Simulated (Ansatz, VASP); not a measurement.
Be in VASP and in Ansatz

```xyz
1
Lattice="-1.2155 1.2531 1.2531 1.2531 -1.2155 1.2531 1.2531 1.2531 -1.2155" Properties=species:S:1:pos:R:3 pbc="T T T"
Be    0.0000    0.0000    0.0000
```

Change from the starting cell: equal xy, yz and zx shear strains of +3 %.

Alike in both runs: task single point; functional PBE; k mesh 23 × 23 × 23; occupations fermi-dirac, width 0.03 eV; no spin polarisation.

|  | VASP | Ansatz |
| --- | --- | --- |
| version | VASP 6.6.1 | Ansatz 0.2.0 |
| potentials or method | VASP PAW PBE potentials, release 64 (Be), cutoff 520 eV | all-electron LAPW, scalar-relativistic |

|  | VASP | Ansatz | Ansatz less VASP |
| --- | --- | --- | --- |
| pressure (GPa) | -0.2 | -0.4 | -0.18 |
| traceless stress, the component that is largest in VASP (GPa) | -5.60 | -5.60 | +0.007 |

Ansatz ran all-electron here, and VASP with PAW potentials.
